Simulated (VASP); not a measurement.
# SiGe3 (Pm-3m) in VASP: further runs, part 2 of 2

VASP 6.6.1.

### Step 3. Single point, r2SCAN

This run uses another cell than the first one, of 18.66 Å³/atom, 1.121 times its volume.

Input file POSCAR:

```
SiGe3
1.0
    4.2102582033      0.0000000000      0.0000000000
    0.0000000000      4.2102582033      0.0000000000
    0.0000000000      0.0000000000      4.2102582033
Si Ge
1 3
Direct
    0.0000000000      0.0000000000      0.0000000000
    0.0000000000      0.5000000000      0.5000000000
    0.5000000000      0.0000000000      0.5000000000
    0.5000000000      0.5000000000      0.0000000000
```

Input file INCAR.step1:

```
SYSTEM = SiGe3
ALGO     = Normal         ! electronic algorithm
EDIFF    = 1E-4           ! SCF threshold, eV
ENCUT    = 520            ! plane-wave cutoff, eV
GGA      = PE             ! functional
ISMEAR   = 0              ! smearing method
LASPH    = .True.         ! aspherical terms in the spheres
LCHARG   = .False.        ! write CHGCAR
LREAL    = .False.        ! projectors in reciprocal space
LWAVE    = .True.         ! write WAVECAR
NBANDS   = 31             ! bands
NELM     = 80             ! most SCF steps
PREC     = Accurate       ! precision mode
SIGMA    = 0.1            ! smearing width, eV
```

Input file INCAR.step2:

```
SYSTEM = SiGe3
ALGO     = Normal         ! electronic algorithm
EDIFF    = 1E-6           ! SCF threshold, eV
ENCUT    = 520            ! plane-wave cutoff, eV
ISIF     = 2              ! what is computed and relaxed
ISMEAR   = 0              ! smearing method
ISTART   = 1            
LASPH    = .True.         ! aspherical terms in the spheres
LCHARG   = .False.        ! write CHGCAR
LMIXTAU  = .True.       
LREAL    = .False.        ! projectors in reciprocal space
LWAVE    = .False.        ! write WAVECAR
METAGGA  = R2SCAN         ! meta-GGA
NBANDS   = 31             ! bands
NELM     = 80             ! most SCF steps
PREC     = Accurate       ! precision mode
SIGMA    = 0.1            ! smearing width, eV
```

Input file KPOINTS:

```
k-points
0
Gamma
  4 4 4
  0 0 0
```

Potentials or basis: VASP PAW PBE potentials, release 64 (Si, Ge_d).

The run is started by

```sh
$ cat potpaw_PBE.64/Si/POTCAR potpaw_PBE.64/Ge_d/POTCAR > POTCAR
$ cp INCAR.step1 INCAR
$ mpirun -np 1 vasp_std > vasp.out
$ cp INCAR.step2 INCAR
$ mpirun -np 1 vasp_std > vasp.out
```

OUTCAR:

```text
SYSTEM = SiGe3
   EDIFF = 1E-6
   ENCUT = 520
   ISIF = 2
   ISMEAR = 0
   ISTART = 1
   LASPH = .True.
   LREAL = .False.
   METAGGA = R2SCAN
   NELM = 80
   PREC = Accurate

 ion  position               nearest neighbor table
   1  0.000  0.000  0.000-   2 2.98   3 2.98   4 2.98   2 2.98   3 2.98   2 2.98   4 2.98   2 2.98
                             3 2.98   4 2.98   3 2.98   4 2.98
   2  0.000  0.500  0.500-   1 2.98   1 2.98   1 2.98   1 2.98
   3  0.500  0.000  0.500-   1 2.98   1 2.98   1 2.98   1 2.98
   4  0.500  0.500  0.000-   1 2.98   1 2.98   1 2.98   1 2.98

  LATTYP: Found a simple cubic cell.
 ALAT       =     4.2102582033

  Lattice vectors:

 A1 = (   4.2102582033,   0.0000000000,   0.0000000000)
 A2 = (   0.0000000000,   4.2102582033,   0.0000000000)
 A3 = (   0.0000000000,   0.0000000000,   4.2102582033)

Analysis of symmetry for initial positions (statically):
=====================================================================
 Subroutine PRICEL returns:
 Original cell was already a primitive cell.

 Routine SETGRP: Setting up the symmetry group for a
 simple cubic supercell.

 Subroutine GETGRP returns: Found 48 space group operations
 (whereof 48 operations were pure point group operations)
 out of a pool of 48 trial point group operations.

The static configuration has the point symmetry O_h .

Analysis of symmetry for dynamics (positions and initial velocities):
=====================================================================
 Subroutine PRICEL returns:
 Original cell was already a primitive cell.

 Routine SETGRP: Setting up the symmetry group for a
 simple cubic supercell.

 Subroutine GETGRP returns: Found 48 space group operations
 (whereof 48 operations were pure point group operations)
 out of a pool of 48 trial point group operations.

The dynamic configuration has the point symmetry O_h .

 Subroutine INISYM returns: Found 48 space group operations
 (whereof 48 operations are pure point group operations),
 and found     1 'primitive' translations

----------------------------------------------------------------------------------------

                                     Primitive cell

  volume of cell :      74.6322

  direct lattice vectors                    reciprocal lattice vectors
     4.210258203  0.000000000  0.000000000     0.237515124  0.000000000  0.000000000
     0.000000000  4.210258203  0.000000000     0.000000000  0.237515124  0.000000000
     0.000000000  0.000000000  4.210258203     0.000000000  0.000000000  0.237515124

  length of vectors
     4.210258203  4.210258203  4.210258203     0.237515124  0.237515124  0.237515124

  position of ions in fractional coordinates (direct lattice)
     0.000000000  0.000000000  0.000000000
     0.000000000  0.500000000  0.500000000
     0.500000000  0.000000000  0.500000000
     0.500000000  0.500000000  0.000000000

  ion indices of the primitive-cell ions
   primitive index   ion index
                 1           1
[... 20 lines left out ...]
     0.059378781  0.059378781  0.059378781

  Shift w.r.t. Gamma in fractional coordinates (k-lattice)
     0.000000000  0.000000000  0.000000000

 Subroutine IBZKPT returns following result:
 ===========================================

 Found     10 irreducible k-points:

 Following reciprocal coordinates:
            Coordinates               Weight
  0.000000  0.000000  0.000000      1.000000
  0.250000  0.000000  0.000000      6.000000
  0.500000  0.000000  0.000000      3.000000
  0.250000  0.250000  0.000000     12.000000
  0.500000  0.250000  0.000000     12.000000
  0.500000  0.500000  0.000000      3.000000
  0.250000  0.250000  0.250000      8.000000
  0.500000  0.250000  0.250000     12.000000
  0.500000  0.500000  0.250000      6.000000
  0.500000  0.500000  0.500000      1.000000
   k-points           NKPTS =     10   k-points in BZ     NKDIM =     10   number of bands    NBANDS=     31
   number of dos      NEDOS =    301   number of ions     NIONS =      4
   total plane-waves  NPLWV =  32768
   dimension x,y,z NGX =    32 NGY =   32 NGZ =   32
   dimension x,y,z NGXF=    64 NGYF=   64 NGZF=   64
   ions per type =               1   3
   NGX,Y,Z   is equivalent  to a cutoff of  12.64, 12.64, 12.64 a.u.
   NGXF,Y,Z  is equivalent  to a cutoff of  25.27, 25.27, 25.27 a.u.
 SYSTEM =  SiGe3
   PREC   = accura    normal or accurate (medium, high low for compatibility)
   ISTART =      1    job   : 0-new  1-cont  2-samecut
   ICHARG =      0    charge: 1-file 2-atom 10-const
   ISPIN  =      1    spin polarized calculation?
   LNONCOLLINEAR =      F non collinear calculations
   LSORBIT =      F    spin-orbit coupling
   LASPH  =      T    aspherical Exc in radial PAW
   ENCUT  =  520.0 eV  38.22 Ry    6.18 a.u.   7.83  7.83  7.83*2*pi/ulx,y,z
   NELM   =     80;   NELMIN=  2; NELMDL=  0     # of ELM steps
   EDIFF  = 0.1E-05   stopping-criterion for ELM
   LREAL  =      F    real-space projection
   EDIFFG = 0.1E-04   stopping-criterion for IOM
   NSW    =      0    number of steps for IOM
   IBRION =     -1    ionic relax: 0-MD 1-quasi-New 2-CG
   NFREE  =      0    steps in history (QN), initial steepest desc. (CG)
   ISIF   =      2    stress and relaxation
   ISYM   =      2    0-nonsym 1-usesym 2-fastsym
   POTIM  = 0.5000    time-step for ionic-motion
   TEBEG  =    0.0;   TEEND  =   0.0 temperature during run
   PSTRESS=    0.0 pullay stress
   NELECT =      46.0000    total number of electrons
   NUPDOWN=      -1.0000    fix difference up-down
   EMIN   =  10.00;   EMAX   =-10.00  energy-range for DOS
   EFERMI =   0.00;   METHOD = LEGACY
   ISMEAR =     0;   SIGMA  =   0.10  broadening in eV -4-tet -1-fermi 0-gaus
   EFERMI_NEDOS =   21; number of points for ismear=-14 and -15
   IALGO  =     38    algorithm
   IMIX   =      4    mixing-type and parameters
     AMIX     =   0.40;   BMIX     =  1.00
     AMIX_MAG =   1.60;   BMIX_MAG =  1.00
  volume/ion in A,a.u.               =      18.66       125.91
  Fermi-wavevector in a.u.,A,eV,Ry     =   1.393217  2.632798 26.409631  1.941053
  Thomas-Fermi vector in A             =   2.516884
   LORBIT       =      0    0 simple, 1 ext, 2 COOP (PROOUT), +10 PAW based schemes
   METAGGA = R2SCAN    functional components
   LHFCALC =     F    Hartree Fock is set to
   AEXX    =    0.0000 exact exchange contribution
   IVDW    =     0    specifies the selected vdW correction
   LEPSILON=     F    determine dielectric tensor
   LRPA    =     F    only Hartree local field effects (RPA)
 non-spin polarized calculation
 Gauss-broadening in eV      SIGMA  =   0.10
  energy-cutoff  :      520.00
  volume of cell :       74.63
 maximum number of plane-waves:      2040
 NGX is ok and might be reduce to    32
   NGX = 15   NGY = 15   NGZ = 15

 number of electron      46.0000058 magnetization

 Free energy of the ion-electron system (eV)
  ---------------------------------------------------
  ext. energy  EPLUGINS =         0.00000000
  ---------------------------------------------------
  free energy    TOTEN  =       -47.80489461 eV

  energy without entropy =      -47.79957385  energy(sigma->0) =      -47.80223423

 E-fermi :   6.8343     XC(G=0): -12.1047

 val. band max:        6.7866744324   @ k =   0.5000   0.5000   0.0000
 cond. band min:       6.8702194806   @ k =   0.5000   0.5000   0.0000
 fundamental gap:      0.0835450482
 Fermi energy:         6.8343098235

 k-point     1 :       0.0000    0.0000    0.0000
  band No.  band energies     occupation
      1     -18.6235      2.00000
      2     -18.6235      2.00000
      3     -18.6235      2.00000
      4     -18.6130      2.00000
      5     -18.5641      2.00000
      6     -18.5641      2.00000
[... 329 lines left out ...]
     30      14.3384      0.00000
     31      14.3384      0.00000

------------------------ aborting loop because EDIFF is reached ----------------------------------------

  FORCE on cell =-STRESS in cart. coord.  units (eV):
  Direction    XX          YY          ZZ          XY          YZ          ZX
  --------------------------------------------------------------------------------------
  -------------------------------------------------------------------------------------
  Total       -0.1807836     -0.1807836     -0.1807836      0.0000000      0.0000000      0.0000000
  in kB       -3.8809971     -3.8809971     -3.8809971      0.0000000      0.0000000      0.0000000
  external PRESSURE =      -3.8809971 kB  Pullay stress =       0.0000000 kB

 VOLUME and BASIS-vectors are now :
 -----------------------------------------------------------------------------
  energy-cutoff  :      520.00
  volume of cell :       74.63
      direct lattice vectors                 reciprocal lattice vectors
     4.210258203  0.000000000  0.000000000     0.237515124  0.000000000  0.000000000
     0.000000000  4.210258203  0.000000000     0.000000000  0.237515124  0.000000000
     0.000000000  0.000000000  4.210258203     0.000000000  0.000000000  0.237515124

 POSITION                                       TOTAL-FORCE (eV/Angst)
 -----------------------------------------------------------------------------------
      0.00000      0.00000      0.00000         0.000000      0.000000      0.000000
      0.00000      2.10513      2.10513         0.000000      0.000000      0.000000
      2.10513      0.00000      2.10513         0.000000      0.000000      0.000000
      2.10513      2.10513      0.00000         0.000000      0.000000      0.000000
 -----------------------------------------------------------------------------------
    total drift:                                0.000000     -0.000000     -0.000000

  FREE ENERGIE OF THE ION-ELECTRON SYSTEM (eV)
  ---------------------------------------------------
  free  energy   TOTEN  =       -47.8048946078 eV

  energy  without entropy=      -47.7995738474  energy(sigma->0) =      -47.80223423
```

Run time: 74 s. Hardware: 1 thread of Intel Xeon Platinum 8259CL at 2.50GHz (Skylake/Cascade Lake), shared host; peak memory 0.19 GiB.

Results:

- Free energy: -47.8049 eV
- Pressure: -0.4 GPa
- Band gap on the k mesh: zero (band 23 reaches 9.57 eV, above the bottom of band 24 at 6.42 eV)

Caveat: the k points lie up to 0.37 Å⁻¹ apart; the PAW data sets were made with another functional, which shifts forces and pressure a little.
